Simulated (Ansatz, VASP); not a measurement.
**TaH5 in VASP and in Ansatz**

```
Ta H
1.0
     3.45245    0.00000    0.00000
    -1.72623    2.98991    0.00000
     0.00000    0.00000    2.94838
Ta H
1 5
Direct
  0.00000 0.00000 0.00000
  0.00000 0.50000 0.50000
  0.33333 0.66667 0.00000
  0.66667 0.33333 0.00000
  0.50000 0.00000 0.50000
  0.50000 0.50000 0.50000
```

Change from the starting cell: species swapped into the LaCu5 type (P6/mmm, No. 191).

Alike in both runs: functional PBE; k mesh 6 × 6 × 6; occupations gaussian, width 0.1 eV; no spin polarisation.

Ansatz relaxed the structure, and its values are those at the end. VASP's run is a single point on that final structure, the one shown.

```csv
,VASP,Ansatz
version,VASP 6.6.1,Ansatz 0.2.0
potentials or method,"VASP PAW PBE potentials, release 64 (Ta_pv, H), cutoff 500 eV","scalar-relativistic, plane waves, PAW"
valence electrons in the cell,16,18
```

|  | VASP | Ansatz | Ansatz less VASP |
| --- | --- | --- | --- |
| gap on the k mesh at the Fermi level (eV) | none | none | - |
| pressure (GPa) | -0.3 | -0.2 | +0.14 |

A gap of «none» marks a metal or a gap that the smearing closes. The functional is the same, so the differences come from potentials, cutoffs and numerics. VASP's potentials hold 16 valence electrons a cell and Ansatz's 18, so a difference there can come from the potentials and not from the codes.

Spin-orbit coupling is off throughout.
